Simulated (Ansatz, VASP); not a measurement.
# Cu3N in VASP and in Ansatz

```
Cu N
1.0
     3.86528    0.00000    0.00000
     0.00000    3.86528    0.00000
     0.00000    0.00000    3.86528
Cu N
3 1
Direct
  0.50000 0.00000 0.00000
  0.00000 0.50000 0.00000
  0.00000 0.00000 0.50000
  0.00000 0.00000 0.00000
```

Change from the starting cell: equal strain along all axes, cell held, atoms relaxed: +1.0 %.

Alike in both runs: task single point; functional PBE; k mesh 10 × 10 × 10; occupations gaussian, width 0.01 eV; no spin polarisation.

|  | VASP | Ansatz |
| --- | --- | --- |
| version | VASP 6.6.1 | Ansatz 0.2.0 |
| potentials or method | VASP PAW PBE potentials, release 64 (Cu, N), cutoff 600 eV | scalar-relativistic, plane waves, PAW |
| valence electrons in the cell | 38 | 62 |

Ansatz gave:

| Item | Value |
| --- | --- |
| gap on the k mesh at the Fermi level (eV) | 0.32 |
| least direct gap on the mesh (eV) | 0.84 |
| pressure (GPa) | -3.2 |

Estimate VASP's values.

gap on the k mesh at the Fermi level (eV): 0.34; least direct gap on the mesh (eV): 0.87; pressure (GPa): -2.5.

With one functional, cell and mesh, what is left measures potentials, basis and numerics. VASP's potentials hold 38 valence electrons a cell and Ansatz's 62, so a difference there can come from the potentials and not from the codes.
